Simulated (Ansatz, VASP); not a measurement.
**Two plane-wave programs on MnSi**

File POSCAR:

```
MnSi
1.0
    0.0000000000      2.5272246000      2.5272246000
    2.5272246000      0.0000000000      2.5272246000
    2.5272246000      2.5272246000      0.0000000000
Mn Si
1 1
Direct
    0.0000000000      0.0000000000      0.0000000000
    0.2500000000      0.2500000000      0.2500000000
```

File INCAR.step1:

```
ALGO = Normal
EDIFF = 1E-5
ENCUT = 520
GGA = PE
ISIF = 2
ISMEAR = -1
ISPIN = 2
LASPH = True
LMAXMIX = 4
LORBIT = 11
LREAL = False
LWAVE = True
MAGMOM = 4 0
NBANDS = 20
NELM = 150
PREC = Accurate
SIGMA = 0.05
```

The input INCAR.step2:

```
ALGO = Normal
EDIFF = 1E-7
ENCUT = 520
GGA = PE
HFSCREEN = 0.2079
ISIF = 2
ISMEAR = -1
ISPIN = 2
ISTART = 1
LASPH = True
LCHARG = True
LELF = True
LHFCALC = True
LMAXMIX = 4
LORBIT = 11
LREAL = False
LVHAR = True
LWAVE = False
MAGMOM = 4 0
NBANDS = 20
NELM = 150
PREC = Accurate
PRECFOCK = Normal
SIGMA = 0.05
```

The input KPOINTS:

```
k-points
0
Gamma
  5 5 5
```

File input:

```
crystal:
  lattice:
    - [0.0, 2.5272246, 2.5272246]
    - [2.5272246, 0.0, 2.5272246]
    - [2.5272246, 2.5272246, 0.0]
  atoms:
    - { symbol: Mn, position: [0.0, 0.0, 0.0], spin: 4.0 }
    - { symbol: Si, position: [0.25, 0.25, 0.25] }
hamiltonian:
  xc: hse06
  pseudopotentials: { kind: paw }
magnetization:
  spin_polarized: true
kpoints:
  mp_grid: { grid: [5, 5, 5] }
  band_path:
    path:
      - [[0.0, 0.0, 0.0], [0.5, 0.0, 0.5], [0.5, 0.25, 0.75], [0.375, 0.375, 0.75], [0.0, 0.0, 0.0], [0.5, 0.5, 0.5], [0.625, 0.25, 0.625], [0.5, 0.25, 0.75], [0.5, 0.5, 0.5], [0.375, 0.375, 0.75]]
      - [[0.625, 0.25, 0.625], [0.5, 0.0, 0.5]]
    npoints: 4
scf:
  occupations: { method: fermi_dirac, width: 0.05 }
  n_extra_bands: 6
output:
  forces: true
  stress: true
  eigenvalues: true
  fatbands: false
```

Alike in both runs: functional HSE06; k mesh 5 × 5 × 5; occupations fermi-dirac, width 0.05 eV; collinear spin.

|  | VASP | Ansatz |
| --- | --- | --- |
| version | VASP 6.6.1 | Ansatz 0.2.0 |
| potentials or method | VASP PAW PBE potentials, release 64 (Mn_pv, Si) | Ansatz PAW |
| plane-wave cutoff (eV) | 520 | 420 |
| valence electrons in the cell | 17 | 19 |
| task | single point | band structure |

|  | VASP | Ansatz | Ansatz less VASP |
| --- | --- | --- | --- |
| gap on the k mesh at the Fermi level (eV) | none | none | - |
| net moment per atom (μB) | 1.47 | 1.47 | -0.003 |
| size of the moment on the site where the two differ most (μB) | 3.34 | 3.11 | -0.232 |

Site moments also hang on the region over which each program counts them. A gap of «none» marks a metal or a gap that the smearing closes. The functional is the same, so the differences come from potentials, cutoffs and numerics. VASP's potentials hold 17 valence electrons a cell and Ansatz's 19, so a difference there can come from the potentials and not from the codes.

The k mesh is coarse, so the values compare programs but aren't converged. Noted on Ansatz's run: the magnetic or orbital state may not be the lowest.
